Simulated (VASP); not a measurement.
# Ca2ZrN2 (R-3m) in VASP: further runs

Runs on Ca2ZrN2. Level: PBE. Tasks: single point.

Program: VASP 6.6.1. These are calculated values, not measurements. Logs are shortened: lines on timing, memory, paths and dates and some standing lists are left out, and cuts for length are marked.

### 1 The cell of the first run

It takes space group R-3m (No. 166, trigonal). The conventional cell has a = 6.393 Å, b = 6.393 Å, c = 11.486 Å, α = 90.00°, β = 90.00°, γ = 120.00°. Ca (site symmetry 3m) has 1 N at 2.11 Å within 2.8 Å. Within 2.7 Å of Zr (site symmetry -3m) lie 2 N at 2.01 Å. Within 2.7 Å of N (site symmetry 3m) lie 1 Zr at 2.01 Å and 1 Ca at 2.11 Å.

### 2 Single point, PBE

INCAR reads:

```
PREC = Accurate
ENCUT = 520
EDIFF = 1E-6
ISMEAR = 0
SIGMA = 0.2
LREAL = F
LASPH = T
NELM = 60
ALGO = Normal
ISIF = 2
LWAVE = F
LCHARG = F
GGA = PE
NBANDS = 53
```

KPOINTS reads:

```
Automatic mesh
0
Gamma
  4 4 4
```

POSCAR reads:

```
Ca2ZrN2
1.0
   -3.1965314114      1.8455182708      3.8286009377
   -3.1965314114     -1.8455182708     -3.8286009377
    3.1965314114     -9.2275913543      3.8286009376
Ca Zr N
4 2 4
Direct
    0.5372357190      0.6418428540      0.1790785730
    0.0372357190      0.6418428540      0.6790785730
    0.9627642810      0.3581571460      0.3209214270
    0.4627642810      0.3581571460      0.8209214270
    0.5000000000      1.0000000000      0.5000000000
    0.0000000000      0.0000000000      0.0000000000
    0.2620831328      0.8252779114      0.0873610443
    0.7620831328      0.8252779114      0.5873610443
    0.2379168672      0.1747220886      0.4126389557
    0.7379168672      0.1747220886      0.9126389557
```

Potentials or basis: VASP PAW PBE potentials, release 64 (Ca_sv, Zr_sv, N).

The run is started by

```
$ cat potpaw_PBE.64/Ca_sv/POTCAR potpaw_PBE.64/Zr_sv/POTCAR potpaw_PBE.64/N/POTCAR > POTCAR
$ mpirun -np 1 vasp_std > vasp.out
```

OUTCAR:

```text
PREC = Accurate
   ENCUT = 520
   EDIFF = 1E-6
   ISMEAR = 0
   LREAL = F
   LASPH = T
   NELM = 60
   ISIF = 2
   GGA = PE

 ion  position               nearest neighbor table
   1  0.537  0.642  0.179-   7 2.11
   2  0.037  0.642  0.679-   8 2.11
   3  0.963  0.358  0.321-   9 2.11
   4  0.463  0.358  0.821-  10 2.11
   5  0.500  0.000  0.500-   8 2.01   9 2.01
   6  0.000  0.000  0.000-   7 2.01  10 2.01
   7  0.262  0.825  0.087-   6 2.01   1 2.11
   8  0.762  0.825  0.587-   5 2.01   2 2.11
   9  0.238  0.175  0.413-   5 2.01   3 2.11
  10  0.738  0.175  0.913-   6 2.01   4 2.11

  LATTYP: Found a base centered monoclinic cell.
 ALAT       =     8.5003818333
 B/A-ratio  =     0.7520912529
 C/A-ratio  =     1.2512558702
 COS(beta)  =    -0.3471382295

  Lattice vectors:

 A1 = (  -3.1965314114,  -1.8455182708,  -3.8286009377)
 A2 = (   3.1965314114,  -1.8455182708,  -3.8286009377)
 A3 = (   0.0000000000,  -7.3820730835,   7.6572018753)

Analysis of symmetry for initial positions (statically):
=====================================================================
 Subroutine PRICEL returns following result:

  LATTYP: Found a trigonal (rhomboedric) cell.
 ALAT       =     5.3180763338
 COS(alpha) =     0.2774318489

  Lattice vectors:

 A1 = (  -3.1965314114,  -1.8455182708,  -3.8286009377)
 A2 = (   0.0000000000,   3.6910365418,  -3.8286009376)
 A3 = (   3.1965314114,  -1.8455182708,  -3.8286009377)

   2 primitive cells build up your supercell.

 Routine SETGRP: Setting up the symmetry group for a
 base centered monoclinic supercell.

 Subroutine GETGRP returns: Found  4 space group operations
 (whereof  4 operations were pure point group operations)
 out of a pool of  4 trial point group operations.

The static configuration has the point symmetry C_2h.

Analysis of symmetry for dynamics (positions and initial velocities):
=====================================================================
 Subroutine PRICEL returns following result:

  LATTYP: Found a trigonal (rhomboedric) cell.
 ALAT       =     5.3180763338
 COS(alpha) =     0.2774318489

  Lattice vectors:

 A1 = (  -3.1965314114,  -1.8455182708,  -3.8286009377)
 A2 = (   0.0000000000,   3.6910365418,  -3.8286009376)
 A3 = (   3.1965314114,  -1.8455182708,  -3.8286009377)

   2 primitive cells build up your supercell.

 Routine SETGRP: Setting up the symmetry group for a
 base centered monoclinic supercell.

 Subroutine GETGRP returns: Found  4 space group operations
 (whereof  4 operations were pure point group operations)
 out of a pool of  4 trial point group operations.

The dynamic configuration has the point symmetry C_2h.

 Subroutine INISYM returns: Found  4 space group operations
 (whereof  4 operations are pure point group operations),
 and found     2 'primitive' translations

----------------------------------------------------------------------------------------

                                     Primitive cell

  volume of cell :     135.5154

  direct lattice vectors                    reciprocal lattice vectors
    -3.196531411 -1.845518271 -3.828600938    -0.156419548 -0.090308868 -0.087064006
     0.000000000  3.691036542 -3.828600938     0.000000000  0.180617737 -0.087064006
     3.196531411 -1.845518271 -3.828600938     0.156419548 -0.090308868 -0.087064006

  length of vectors
     5.318076334  5.318076334  5.318076334     0.200506628  0.200506628  0.200506628

  position of ions in fractional coordinates (direct lattice)
     0.641842854  0.641842854  0.641842854
     0.358157146  0.358157146  0.358157146
     1.000000000  0.000000000  1.000000000
     0.825277911  0.825277911  0.825277912
     0.174722089  0.174722089  0.174722088

  ion indices of the primitive-cell ions
   primitive index   ion index
                 1           1
                 2           4
                 3           5
                 4           7
                 5          10

----------------------------------------------------------------------------------------

 KPOINTS: Automatic mesh

Automatic generation of k-mesh.
 Grid dimensions read from file:
 generate k-points for:    4    4    4

 Generating k-lattice:

  Cartesian coordinates                     Fractional coordinates (reciprocal lattice)
    -0.039104887 -0.000000000  0.032649002     0.250000000  0.000000000  0.000000000
    -0.039104887 -0.022577217 -0.021766001    -0.000000000  0.250000000  0.000000000
     0.000000000 -0.022577217  0.010883001     0.000000000  0.000000000  0.250000000

  Length of vectors
     0.050942610  0.050126657  0.025063329

  Shift w.r.t. Gamma in fractional coordinates (k-lattice)
     0.000000000  0.000000000  0.000000000

 Subroutine IBZKPT returns following result:
 ===========================================

 Found     24 irreducible k-points:

 Following reciprocal coordinates:
            Coordinates               Weight
  0.000000  0.000000  0.000000      1.000000
  0.250000  0.000000  0.000000      4.000000
  0.500000  0.000000  0.000000      2.000000
  0.000000  0.250000 -0.000000      4.000000
  0.250000  0.250000 -0.000000      4.000000
  0.500000  0.250000 -0.000000      4.000000
[... 16 lines left out ...]
 -0.250000  0.250000  0.500000      2.000000
  0.500000  0.500000  0.500000      1.000000
   k-points           NKPTS =     24   k-points in BZ     NKDIM =     24   number of bands    NBANDS=     53
   number of dos      NEDOS =    301   number of ions     NIONS =     10
   total plane-waves  NPLWV = 128000
   dimension x,y,z NGX =    40 NGY =   40 NGZ =   80
   dimension x,y,z NGXF=    80 NGYF=   80 NGZF=  160
   ions per type =               4   2   4
   NGX,Y,Z   is equivalent  to a cutoff of  12.50, 12.50, 12.68 a.u.
   NGXF,Y,Z  is equivalent  to a cutoff of  25.01, 25.01, 25.36 a.u.
 SYSTEM =  unknown system
   PREC   = accura    normal or accurate (medium, high low for compatibility)
   ISTART =      0    job   : 0-new  1-cont  2-samecut
   ICHARG =      2    charge: 1-file 2-atom 10-const
   ISPIN  =      1    spin polarized calculation?
   LNONCOLLINEAR =      F non collinear calculations
   LSORBIT =      F    spin-orbit coupling
   LASPH  =      T    aspherical Exc in radial PAW
   ENCUT  =  520.0 eV  38.22 Ry    6.18 a.u.   9.89  9.89 19.50*2*pi/ulx,y,z
   NELM   =     60;   NELMIN=  2; NELMDL= -5     # of ELM steps
   EDIFF  = 0.1E-05   stopping-criterion for ELM
   LREAL  =      F    real-space projection
   EDIFFG = 0.1E-04   stopping-criterion for IOM
   NSW    =      0    number of steps for IOM
   IBRION =     -1    ionic relax: 0-MD 1-quasi-New 2-CG
   NFREE  =      0    steps in history (QN), initial steepest desc. (CG)
   ISIF   =      2    stress and relaxation
   ISYM   =      2    0-nonsym 1-usesym 2-fastsym
   POTIM  = 0.5000    time-step for ionic-motion
   TEBEG  =    0.0;   TEEND  =   0.0 temperature during run
   PSTRESS=    0.0 pullay stress
   NELECT =      84.0000    total number of electrons
   NUPDOWN=      -1.0000    fix difference up-down
   EMIN   =  10.00;   EMAX   =-10.00  energy-range for DOS
   EFERMI =   0.00;   METHOD = LEGACY
   ISMEAR =     0;   SIGMA  =   0.20  broadening in eV -4-tet -1-fermi 0-gaus
   EFERMI_NEDOS =   21; number of points for ismear=-14 and -15
   IALGO  =     38    algorithm
   IMIX   =      4    mixing-type and parameters
     AMIX     =   0.40;   BMIX     =  1.00
     AMIX_MAG =   1.60;   BMIX_MAG =  1.00
  volume/ion in A,a.u.               =      27.10       182.90
  Fermi-wavevector in a.u.,A,eV,Ry     =   1.107886  2.093601 16.699943  1.227411
  Thomas-Fermi vector in A             =   2.244406
   LORBIT       =      0    0 simple, 1 ext, 2 COOP (PROOUT), +10 PAW based schemes
   GGA     = PE    functional components
   LHFCALC =     F    Hartree Fock is set to
   AEXX    =    0.0000 exact exchange contribution
   IVDW    =     0    specifies the selected vdW correction
   LEPSILON=     F    determine dielectric tensor
   LRPA    =     F    only Hartree local field effects (RPA)
 non-spin polarized calculation
 Gauss-broadening in eV      SIGMA  =   0.20
  energy-cutoff  :      520.00
  volume of cell :      271.03
 maximum number of plane-waves:      7316
   NGX = 19   NGY = 19   NGZ = 39

 number of electron      84.0000011 magnetization

 Free energy of the ion-electron system (eV)
  ---------------------------------------------------
  ext. energy  EPLUGINS =         0.00000000
  ---------------------------------------------------
  free energy    TOTEN  =       -52.78591077 eV

  energy without entropy =      -52.64303067  energy(sigma->0) =      -52.71447072

 E-fermi :   2.2660     XC(G=0):  -8.3079

 val. band max:        2.2322025407   @ k =   0.2500   0.2500  -0.0000
 cond. band min:       2.2682248890   @ k =   0.5000  -0.2500   0.2500
 fundamental gap:      0.0360223483
 Fermi energy:         2.2660437916

 k-point     1 :       0.0000    0.0000    0.0000
  band No.  band energies     occupation
      1     -46.7353      2.00000
      2     -46.7353      2.00000
      3     -38.6062      2.00000
      4     -38.6019      2.00000
      5     -38.5736      2.00000
      6     -38.5693      2.00000
[... 45 lines left out ...]
     52       4.7986      0.00000
     53       5.1029      0.00000

 k-point     2 :       0.2500    0.0000    0.0000
  band No.  band energies     occupation
      1     -46.7353      2.00000
      2     -46.7353      2.00000
      3     -38.6038      2.00000
      4     -38.6004      2.00000
      5     -38.5751      2.00000
      6     -38.5717      2.00000
[... 45 lines left out ...]
     52       4.8162      0.00000
     53       5.0071      0.00000

 k-point     3 :       0.5000    0.0000    0.0000
  band No.  band energies     occupation
      1     -46.7353      2.00000
      2     -46.7353      2.00000
      3     -38.5999      2.00000
      4     -38.5999      2.00000
      5     -38.5756      2.00000
      6     -38.5756      2.00000
[... 45 lines left out ...]
     52       4.8130      0.00000
     53       4.8252      0.00000
[... 1065 lines left out ...]
 k-point    23 :      -0.2500    0.2500    0.5000
  band No.  band energies     occupation
      1     -46.7353      2.00000
      2     -46.7353      2.00000
      3     -38.6015      2.00000
      4     -38.5997      2.00000
      5     -38.5757      2.00000
      6     -38.5740      2.00000
[... 45 lines left out ...]
     52       4.8142      0.00000
     53       4.9574      0.00000

 k-point    24 :       0.5000    0.5000    0.5000
  band No.  band energies     occupation
      1     -46.7352      2.00000
      2     -46.7352      2.00000
      3     -38.5975      2.00000
      4     -38.5932      2.00000
      5     -38.5821      2.00000
      6     -38.5779      2.00000
[... 45 lines left out ...]
     52       4.8351      0.00000
     53       4.8410      0.00000

------------------------ aborting loop because EDIFF is reached ----------------------------------------

  FORCE on cell =-STRESS in cart. coord.  units (eV):
  Direction    XX          YY          ZZ          XY          YZ          ZX
  --------------------------------------------------------------------------------------
  -------------------------------------------------------------------------------------
  Total       -0.1755937     -0.1823894      0.8646594     -0.0000000     -0.0583708      0.0000000
  in kB       -1.0380082     -1.0781804      5.1113661     -0.0000000     -0.3450545      0.0000000
  external PRESSURE =       0.9983925 kB  Pullay stress =       0.0000000 kB

 VOLUME and BASIS-vectors are now :
 -----------------------------------------------------------------------------
  energy-cutoff  :      520.00
  volume of cell :      271.03
      direct lattice vectors                 reciprocal lattice vectors
    -3.196531411  1.845518271  3.828600938    -0.156419548 -0.000000000  0.130596008
    -3.196531411 -1.845518271 -3.828600938    -0.156419548 -0.090308868 -0.087064006
     3.196531411 -9.227591354  3.828600938     0.000000000 -0.090308868  0.043532003

 POSITION                                       TOTAL-FORCE (eV/Angst)
 -----------------------------------------------------------------------------------
     -3.19653     -1.84552      0.28512        -0.000000     -0.002260      0.056206
      0.00000     -7.38207      0.28512        -0.000000     -0.002260      0.056206
     -3.19653     -1.84552      3.54348         0.000000      0.002260     -0.056206
      0.00000     -7.38207      3.54348        -0.000000      0.002260     -0.056206
      0.00000     -3.69104      3.82860         0.000000      0.000000      0.000000
      0.00000      0.00000      0.00000         0.000000      0.000000      0.000000
     -3.19653     -1.84552     -1.82178        -0.000000     -0.000938     -0.007064
     -3.19653     -5.53655      2.00682        -0.000000     -0.000938     -0.007064
     -0.00000     -3.69104      1.82178         0.000000      0.000938      0.007064
     -0.00000     -7.38207      5.65038         0.000000      0.000938      0.007064
 -----------------------------------------------------------------------------------
    total drift:                               -0.000000      0.000000     -0.000000

  FREE ENERGIE OF THE ION-ELECTRON SYSTEM (eV)
  ---------------------------------------------------
  free  energy   TOTEN  =       -52.7859107747 eV

  energy  without entropy=      -52.6430306689  energy(sigma->0) =      -52.71447072
```

Run time: 3.2 min. Hardware: 1 thread of Intel Xeon 6975P-C (Granite Rapids), shared host; peak memory 0.53 GiB.

What came out:

```yaml
Free_energy: -52.7859 eV
Pressure: 0.1 GPa
Largest_force: 0.056 eV/Å
Band_gap_on_the_k_mesh: zero (bands 42 and 43 overlap by 0.14 eV)
```

Forces on the atoms (eV/Å):
```
Ca   0.000 -0.002  0.056
Ca   0.000 -0.002  0.056
Ca   0.000  0.002 -0.056
Ca   0.000  0.002 -0.056
Zr   0.000  0.000  0.000
Zr   0.000  0.000  0.000
N    0.000 -0.001 -0.007
N    0.000 -0.001 -0.007
N    0.000  0.001  0.007
N    0.000  0.001  0.007
```

(Part 1 of 2 ends here.)
